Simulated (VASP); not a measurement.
# SiC (Moissanite 3C) (F-43m) in VASP: a series of runs

SiC (Moissanite 3C) is run at these levels: PBE, PBEsol; tasks: single point.

All numbers are computed with VASP 6.6.1; they aren't measurements. Logs are shortened: lines on timing, memory, paths and dates and some standing lists are left out, and cuts for length are marked.

**The experiment to reproduce.**

“Insight into the structural, elastic and electronic properties of a new orthorhombic 6O-SiC polytype”, 2020, pmc:7200658 quotes, for a bulk crystal of SiC: band gap 2.4 eV (indirect).

The runs below are set against these values where they give the same quantity.

### Step 1. The cell of the first run

Symmetry: F-43m, No. 216, cubic system. The conventional cell has a = 4.358 Å, b = 4.358 Å, c = 4.358 Å, α = 90.00°, β = 90.00°, γ = 90.00°. Within 2.5 Å of Si (site symmetry -43m) lie 4 C at 1.89 Å. Within 2.5 Å of C (site symmetry -43m) lie 4 Si at 1.89 Å.

### Step 2. Single point, PBE

File INCAR:

```
  ALGO = Normal
  EDIFF = 1E-6
  ENCUT = 520
  GGA = PE
  ISIF = 2
  ISMEAR = 0
  LASPH = T
  LCHARG = F
  LREAL = F
  LWAVE = F
  NBANDS = 11
  NELM = 80
  PREC = Accurate
  SIGMA = 0.023
```

File KPOINTS:

```
k-points
0
Gamma
  10 10 10
```

File POSCAR:

```
SiC
1.0
    0.0000000000      2.1790000000      2.1790000000
    2.1790000000      0.0000000000      2.1790000000
    2.1790000000      2.1790000000      0.0000000000
Si C
1 1
Direct
    0.0000000000      0.0000000000      0.0000000000
    0.7500000000      0.7500000000      0.7500000000
```

Potentials or basis: VASP PAW PBE potentials, release 64 (Si, C).

Launch:

```bash
cat potpaw_PBE.64/Si/POTCAR potpaw_PBE.64/C/POTCAR > POTCAR
mpirun -np 1 vasp_std > vasp.out
```

OUTCAR:

```text
EDIFF = 1E-6
   ENCUT = 520
   GGA = PE
   ISIF = 2
   ISMEAR = 0
   LASPH = T
   LREAL = F
   NELM = 80
   PREC = Accurate

 ion  position               nearest neighbor table
   1  0.000  0.000  0.000-   2 1.89   2 1.89   2 1.89   2 1.89
   2  0.750  0.750  0.750-   1 1.89   1 1.89   1 1.89   1 1.89

  LATTYP: Found a face centered cubic cell.
 ALAT       =     4.3580000000

  Lattice vectors:

 A1 = (   0.0000000000,   2.1790000000,   2.1790000000)
 A2 = (   2.1790000000,   0.0000000000,   2.1790000000)
 A3 = (   2.1790000000,   2.1790000000,   0.0000000000)

Analysis of symmetry for initial positions (statically):
=====================================================================
 Subroutine PRICEL returns:
 Original cell was already a primitive cell.

 Routine SETGRP: Setting up the symmetry group for a
 face centered cubic supercell.

 Subroutine GETGRP returns: Found 24 space group operations
 (whereof 24 operations were pure point group operations)
 out of a pool of 48 trial point group operations.

The static configuration has the point symmetry T_d .

Analysis of symmetry for dynamics (positions and initial velocities):
=====================================================================
 Subroutine PRICEL returns:
 Original cell was already a primitive cell.

 Routine SETGRP: Setting up the symmetry group for a
 face centered cubic supercell.

 Subroutine GETGRP returns: Found 24 space group operations
 (whereof 24 operations were pure point group operations)
 out of a pool of 48 trial point group operations.

The dynamic configuration has the point symmetry T_d .

 Subroutine INISYM returns: Found 24 space group operations
 (whereof 24 operations are pure point group operations),
 and found     1 'primitive' translations

----------------------------------------------------------------------------------------

                                     Primitive cell

  volume of cell :      20.6920

  direct lattice vectors                    reciprocal lattice vectors
     0.000000000  2.179000000  2.179000000    -0.229463056  0.229463056  0.229463056
     2.179000000  0.000000000  2.179000000     0.229463056 -0.229463056  0.229463056
     2.179000000  2.179000000  0.000000000     0.229463056  0.229463056 -0.229463056

  length of vectors
     3.081571352  3.081571352  3.081571352     0.397441672  0.397441672  0.397441672

  position of ions in fractional coordinates (direct lattice)
     0.000000000  0.000000000  0.000000000
     0.750000000  0.750000000  0.750000000

  ion indices of the primitive-cell ions
   primitive index   ion index
                 1           1
                 2           2

----------------------------------------------------------------------------------------

 KPOINTS: k-points

Automatic generation of k-mesh.
 Grid dimensions read from file:
 generate k-points for:   10   10   10

 Generating k-lattice:

  Cartesian coordinates                     Fractional coordinates (reciprocal lattice)
    -0.022946306  0.022946306  0.022946306     0.100000000  0.000000000  0.000000000
     0.022946306 -0.022946306  0.022946306     0.000000000  0.100000000  0.000000000
     0.022946306  0.022946306 -0.022946306     0.000000000  0.000000000  0.100000000

  Length of vectors
     0.039744167  0.039744167  0.039744167

  Shift w.r.t. Gamma in fractional coordinates (k-lattice)
     0.000000000  0.000000000  0.000000000

 Subroutine IBZKPT returns following result:
 ===========================================

 Found     47 irreducible k-points:

 Following reciprocal coordinates:
            Coordinates               Weight
  0.000000  0.000000  0.000000      1.000000
  0.100000  0.000000  0.000000      8.000000
  0.200000  0.000000  0.000000      8.000000
  0.300000  0.000000  0.000000      8.000000
  0.400000  0.000000  0.000000      8.000000
  0.500000  0.000000  0.000000      4.000000
[... 16 lines left out ...]
  0.300000  0.300000  0.000000      6.000000
  0.400000  0.300000  0.000000     24.000000
 [... further k-points ...]
   k-points           NKPTS =     47   k-points in BZ     NKDIM =     47   number of bands    NBANDS=     11
   number of dos      NEDOS =    301   number of ions     NIONS =      2
   total plane-waves  NPLWV =  13824
   dimension x,y,z NGX =    24 NGY =   24 NGZ =   24
   dimension x,y,z NGXF=    48 NGYF=   48 NGZF=   48
   ions per type =               1   1
   NGX,Y,Z   is equivalent  to a cutoff of  12.95, 12.95, 12.95 a.u.
   NGXF,Y,Z  is equivalent  to a cutoff of  25.90, 25.90, 25.90 a.u.
 SYSTEM =  unknown system
   PREC   = accura    normal or accurate (medium, high low for compatibility)
   ISTART =      0    job   : 0-new  1-cont  2-samecut
   ICHARG =      2    charge: 1-file 2-atom 10-const
   ISPIN  =      1    spin polarized calculation?
   LNONCOLLINEAR =      F non collinear calculations
   LSORBIT =      F    spin-orbit coupling
   LASPH  =      T    aspherical Exc in radial PAW
   ENCUT  =  520.0 eV  38.22 Ry    6.18 a.u.   5.73  5.73  5.73*2*pi/ulx,y,z
   NELM   =     80;   NELMIN=  2; NELMDL= -5     # of ELM steps
   EDIFF  = 0.1E-05   stopping-criterion for ELM
   LREAL  =      F    real-space projection
   EDIFFG = 0.1E-04   stopping-criterion for IOM
   NSW    =      0    number of steps for IOM
   IBRION =     -1    ionic relax: 0-MD 1-quasi-New 2-CG
   NFREE  =      0    steps in history (QN), initial steepest desc. (CG)
   ISIF   =      2    stress and relaxation
   ISYM   =      2    0-nonsym 1-usesym 2-fastsym
   POTIM  = 0.5000    time-step for ionic-motion
   TEBEG  =    0.0;   TEEND  =   0.0 temperature during run
   PSTRESS=    0.0 pullay stress
   NELECT =       8.0000    total number of electrons
   NUPDOWN=      -1.0000    fix difference up-down
   EMIN   =  10.00;   EMAX   =-10.00  energy-range for DOS
   EFERMI =   0.00;   METHOD = LEGACY
   ISMEAR =     0;   SIGMA  =   0.02  broadening in eV -4-tet -1-fermi 0-gaus
   EFERMI_NEDOS =   21; number of points for ismear=-14 and -15
   IALGO  =     38    algorithm
   IMIX   =      4    mixing-type and parameters
     AMIX     =   0.40;   BMIX     =  1.00
     AMIX_MAG =   1.60;   BMIX_MAG =  1.00
  volume/ion in A,a.u.               =      10.35        69.82
  Fermi-wavevector in a.u.,A,eV,Ry     =   1.192626  2.253736 19.352338  1.422357
  Thomas-Fermi vector in A             =   2.328660
   LORBIT       =      0    0 simple, 1 ext, 2 COOP (PROOUT), +10 PAW based schemes
   GGA     = PE    functional components
   LHFCALC =     F    Hartree Fock is set to
   AEXX    =    0.0000 exact exchange contribution
   IVDW    =     0    specifies the selected vdW correction
   LEPSILON=     F    determine dielectric tensor
   LRPA    =     F    only Hartree local field effects (RPA)
 non-spin polarized calculation
 Gauss-broadening in eV      SIGMA  =   0.02
  energy-cutoff  :      520.00
  volume of cell :       20.69
 maximum number of plane-waves:       568
   NGX = 11   NGY = 11   NGZ = 11

 number of electron       8.0000001 magnetization

 Free energy of the ion-electron system (eV)
  ---------------------------------------------------
  ext. energy  EPLUGINS =         0.00000000
  ---------------------------------------------------
  free energy    TOTEN  =       -15.05771943 eV

  energy without entropy =      -15.05771943  energy(sigma->0) =      -15.05771943

 E-fermi :   8.2896     XC(G=0): -11.3563

 val. band max:        8.1069799238   @ k =   0.0000   0.0000   0.0000
 cond. band min:       9.4638051006   @ k =   0.5000   0.5000   0.0000
 fundamental gap:      1.3568251768
 Fermi energy:         8.2896147509

 k-point     1 :       0.0000    0.0000    0.0000
  band No.  band energies     occupation
      1      -7.2963      2.00000
      2       8.1070      2.00000
      3       8.1070      2.00000
      4       8.1070      2.00000
      5      14.3408      0.00000
      6      15.4143      0.00000
      7      15.4143      0.00000
      8      15.4143      0.00000
      9      22.6135      0.00000
     10      22.6135      0.00000
     11      24.5874      0.00000

 k-point     2 :       0.1000    0.0000    0.0000
  band No.  band energies     occupation
      1      -7.1010      2.00000
      2       7.0986      2.00000
      3       7.9733      2.00000
      4       7.9733      2.00000
      5      14.6020      0.00000
      6      15.6576      0.00000
      7      15.6576      0.00000
      8      15.6889      0.00000
      9      21.6672      0.00000
     10      21.6672      0.00000
     11      24.3907      0.00000

 k-point     3 :       0.2000    0.0000    0.0000
  band No.  band energies     occupation
      1      -6.5236      2.00000
      2       4.9795      2.00000
      3       7.6666      2.00000
      4       7.6666      2.00000
      5      14.3119      0.00000
      6      16.0169      0.00000
      7      16.0169      0.00000
      8      16.8901      0.00000
      9      21.0035      0.00000
     10      21.0035      0.00000
     11      23.5026      0.00000

 k-point     4 :       0.3000    0.0000    0.0000
  band No.  band energies     occupation
      1      -5.5998      2.00000
      2       2.6675      2.00000
      3       7.3506      2.00000
      4       7.3506      2.00000
      5      13.9027      0.00000
      6      15.8792      0.00000
      7      15.8792      0.00000
      8      17.8630      0.00000
      9      21.8246      0.00000
     10      21.8246      0.00000
     11      23.2385      0.00000
[... 239 lines left out ...]
 k-point    22 :      -0.2000    0.2000    0.0000
  band No.  band energies     occupation
      1      -5.2899      2.00000
      2       3.3070      2.00000
      3       4.8905      2.00000
      4       7.4598      2.00000
      5      14.6693      0.00000
      6      16.1136      0.00000
      7      16.4854      0.00000
      8      17.2674      0.00000
      9      19.6347      0.00000
     10      23.5314      0.00000
     11      27.2644      0.00000

 k-point    23 :       0.3000    0.3000    0.0000
  band No.  band energies     occupation
      1      -5.0240      2.00000
      2       3.7491      2.00000
      3       5.7448      2.00000
      4       5.7448      2.00000
      5      11.2751      0.00000
      6      13.7201      0.00000
      7      19.6413      0.00000
      8      19.6413      0.00000
      9      20.5206      0.00000
     10      25.1981      0.00000
     11      29.7896      0.00000

 k-point    24 :       0.4000    0.3000    0.0000
  band No.  band energies     occupation
      1      -4.1553      2.00000
      2       2.5270      2.00000
      3       4.9559      2.00000
      4       5.4825      2.00000
      5      10.9767      0.00000
      6      13.7315      0.00000
      7      19.7291      0.00000
      8      20.0393      0.00000
      9      21.8759      0.00000
     10      26.1840      0.00000
     11      29.3669      0.00000

 [... further k-points ...]
[... 5 lines left out ...]
  --------------------------------------------------------------------------------------
  -------------------------------------------------------------------------------------
  Total        0.4149903      0.4149903      0.4149903      0.0000000      0.0000000      0.0000000
  in kB       32.1326724     32.1326724     32.1326724      0.0000000      0.0000000      0.0000000
  external PRESSURE =      32.1326724 kB  Pullay stress =       0.0000000 kB

 VOLUME and BASIS-vectors are now :
 -----------------------------------------------------------------------------
  energy-cutoff  :      520.00
  volume of cell :       20.69
      direct lattice vectors                 reciprocal lattice vectors
     0.000000000  2.179000000  2.179000000    -0.229463056  0.229463056  0.229463056
     2.179000000  0.000000000  2.179000000     0.229463056 -0.229463056  0.229463056
     2.179000000  2.179000000  0.000000000     0.229463056  0.229463056 -0.229463056

 POSITION                                       TOTAL-FORCE (eV/Angst)
 -----------------------------------------------------------------------------------
      0.00000      0.00000      0.00000         0.000000      0.000000     -0.000000
      3.26850      3.26850      3.26850        -0.000000     -0.000000      0.000000
 -----------------------------------------------------------------------------------
    total drift:                               -0.000000     -0.000000     -0.000000

  FREE ENERGIE OF THE ION-ELECTRON SYSTEM (eV)
  ---------------------------------------------------
  free  energy   TOTEN  =       -15.0577194287 eV

  energy  without entropy=      -15.0577194287  energy(sigma->0) =      -15.05771943
```

Wall time 4.2 s (1 thread of Intel Xeon 6975P-C (Granite Rapids), shared host); peak memory 0.13 GiB.

Results:

```
Free energy            : -15.0577 eV
Pressure               : 3.2 GPa
Band gap on the k mesh : 1.36 eV, indirect (least direct gap 4.54 eV)
```

### Step 3. Single point, PBEsol

File INCAR:

```
PREC     = Accurate       # precision mode
ENCUT    = 520            # plane-wave cutoff, eV
EDIFF    = 1E-6           # SCF threshold, eV
ISMEAR   = 0              # smearing method
SIGMA    = 0.02           # smearing width, eV
LREAL    = F              # projectors in reciprocal space
LASPH    = T              # aspherical terms in the spheres
NELM     = 60             # most SCF steps
ALGO     = Normal         # electronic algorithm
ISIF     = 2              # what is computed and relaxed
LWAVE    = F              # write WAVECAR
LCHARG   = T              # write CHGCAR
GGA      = PS             # functional
LELF     = T              # ELF
LVHAR    = T            
NBANDS   = 11             # bands
```

File KPOINTS:

```
regular mesh
0
Gamma
  10 10 10
```

POSCAR is that of step 2.

Potentials or basis: VASP PAW PBE potentials, release 64 (Si, C).

Launch:

```bash
cat potpaw_PBE.64/Si/POTCAR potpaw_PBE.64/C/POTCAR > POTCAR
mpirun -np 1 vasp_std > vasp.out
```

It took 4.2 s on 1 thread of Intel Xeon 6975P-C (Granite Rapids), shared host; peak memory 0.13 GiB.

It converged, with:

* Free energy: -15.9150 eV
* Pressure: 0.2 GPa
* Band gap on the k mesh: 1.23 eV, indirect (least direct gap 4.44 eV)

Levels at points of the mesh, in eV from the valence-band top:
| k point | band 1 | band 2 | band 3 | band 4 | band 5 | band 6 | band 7 | band 8 | band 9 |
| --- | --- | --- | --- | --- | --- | --- | --- | --- | --- |
| (0.00, 0.00, 0.00) | -15.42 | 0.00 | 0.00 | 0.00 | 6.19 | 7.24 | 7.24 | 7.24 | 14.46 |
| (0.50, 0.00, 0.00) | -11.82 | -8.60 | -1.06 | -1.06 | 5.37 | 7.14 | 7.14 | 9.92 | 16.01 |
| (0.50, 0.50, 0.00) | -10.36 | -7.83 | -3.21 | -3.21 | 1.23 | 4.20 | 13.95 | 13.95 | 14.68 |

Caveat: the PAW data sets were made with another functional, which shifts forces and pressure a little.

[end of part 1 of 2]
